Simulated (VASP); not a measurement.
Write the native input for VASP 6.6.1 that does the following.

```
Task                   : single point
Functional             : PBEsol
Potentials or basis    : VASP PAW PBE potentials, release 64 (Sn_d, O)
Cutoff                 : 520 eV
k mesh                 : 12 × 12 × 10
Occupations            : gaussian, width 0.15 eV
Spin                   : no spin polarisation
Dipole correction      : no
Further INCAR settings : ALGO = Normal; EDIFF = 1e-07; NBANDS = 28
```

The structure of SnO lies in POSCAR:

```
SnO
1.0
    4.1982673997      0.0000000000      0.0000000000
    0.0000000000      4.1982673997      0.0000000000
    0.0000000000      0.0000000000      4.3691368829
Sn O
2 2
Direct
    0.0000000000      0.5000000000      0.2425296443
    0.5000000000      0.0000000000      0.7574703557
    0.0000000000      0.0000000000      0.0000000000
    0.5000000000      0.5000000000      0.0000000000
```

One way to write it, as run:

INCAR

```
PREC     = Accurate       # precision mode
ENCUT    = 520            # plane-wave cutoff, eV
EDIFF    = 1E-7           # SCF threshold, eV
ISMEAR   = 0              # smearing method
SIGMA    = 0.15           # smearing width, eV
LREAL    = False          # projectors in reciprocal space
LASPH    = True           # aspherical terms in the spheres
NELM     = 80             # most SCF steps
ALGO     = Normal         # electronic algorithm
ISIF     = 2              # what is computed and relaxed
LWAVE    = False          # write WAVECAR
LCHARG   = False          # write CHGCAR
GGA      = PS             # functional
NBANDS   = 28             # bands
```

KPOINTS

```
regular mesh
0
Gamma
  12 12 10
```

Potentials or basis: VASP PAW PBE potentials, release 64 (Sn_d, O).

The run is started by

```sh
$ cat potpaw_PBE.64/Sn_d/POTCAR potpaw_PBE.64/O/POTCAR > POTCAR
$ mpirun -np 1 vasp_std > vasp.out
```

Results of the run:

```yaml
Pressure: -10.1 GPa
Largest_force: 0.646 eV/Å
Band_gap_on_the_k_mesh: 0.90 eV (least direct gap 1.39 eV)
```

Caveat: the stress differs along the axes, from -14 to -3 GPa; the PAW data sets were made with another functional, which shifts forces and pressure a little; spin-orbit coupling is left out, which moves the levels of the heavy elements.

It took 2.6 min on 1 thread of Oxide Virtual Turin-like Processor, on a shared host, peak memory 0.35 GiB.
